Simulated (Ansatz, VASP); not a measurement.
**Two plane-wave programs on C**

INCAR

```
SYSTEM = C
PREC = Accurate
ENCUT = 520
EDIFF = 1E-6
ISMEAR = 0
SIGMA = 0.15
LREAL = .False.
LASPH = .True.
NELM = 80
ALGO = Normal
ISIF = 2
LWAVE = .False.
LCHARG = .False.
GGA = PS
NBANDS = 16
```

The input KPOINTS:

```
Automatic mesh
0
Gamma
  21 21 6
  0 0 0
```

File POSCAR:

```
C
1.0
    1.2288276931     -2.1856662586      0.0000000000
    1.2288276931      2.1856662586      0.0000000000
    0.0000000000      0.0000000000      7.5738868371
C
4
Direct
    0.0833216498      0.9166783502      0.7498439858
    0.5833216498      0.4166783502      0.2501560142
    0.9166783502      0.0833216498      0.2501560142
    0.4166783502      0.5833216498      0.7498439858
```

Input for Ansatz:

```yaml
crystal:
  lattice:
    - [1.2288276931, -2.1856662586, 0.0]
    - [1.2288276931, 2.1856662586, 0.0]
    - [0.0, 0.0, 7.5738868371]
  atoms:
    - { symbol: C, position: [0.0833216498, 0.9166783502, 0.7498439858] }
    - { symbol: C, position: [0.5833216498, 0.4166783502, 0.2501560142] }
    - { symbol: C, position: [0.9166783502, 0.0833216498, 0.2501560142] }
    - { symbol: C, position: [0.4166783502, 0.5833216498, 0.7498439858] }
basis:
  ecutwfc: 520.0
kpoints:
  mp_grid: { grid: [21, 21, 6] }
hamiltonian:
  xc: pbesol
  pseudopotentials: { kind: paw, azcp: { folder: soft_1 } }
scf:
  occupations: { method: gaussian, width: 0.15 }
output:
  forces: true
  stress: true
  eigenvalues: true
```

Change from the starting cell: volume 10.171 Å^3 an atom, stretch along a over the lengths across it, relative to the relaxed cell 0.9736.

Alike in both runs: task single point; functional PBEsol; k mesh 21 × 21 × 6; occupations gaussian, width 0.15 eV; no spin polarisation.

|  | VASP | Ansatz |
| --- | --- | --- |
| version | VASP 6.6.1 | Ansatz 0.2.0 |
| potentials or method | VASP PAW PBE potentials, release 64 (C), cutoff 520 eV | scalar-relativistic, plane waves, PAW |
| valence electrons in the cell | 16 | 16 |

|  | VASP | Ansatz | Ansatz less VASP |
| --- | --- | --- | --- |
| gap on the k mesh at the Fermi level (eV) | none | none | - |
| pressure (GPa) | -8.3 | -8.9 | -0.61 |
| traceless stress, the component that is largest in VASP (GPa) | -14.18 | -14.48 | -0.299 |
| rms of the force components (eV/Å) | 0.131 | 0.127 | -0.0045 |

VASP's potentials were made for PBE, not for PBEsol, and Ansatz warns of the same on its side. Atom by atom the forces differ by 0.005 eV/Å (rms over components). A gap of «none» marks a metal or a gap that the smearing closes. The functional is the same, so the differences come from potentials, cutoffs and numerics.
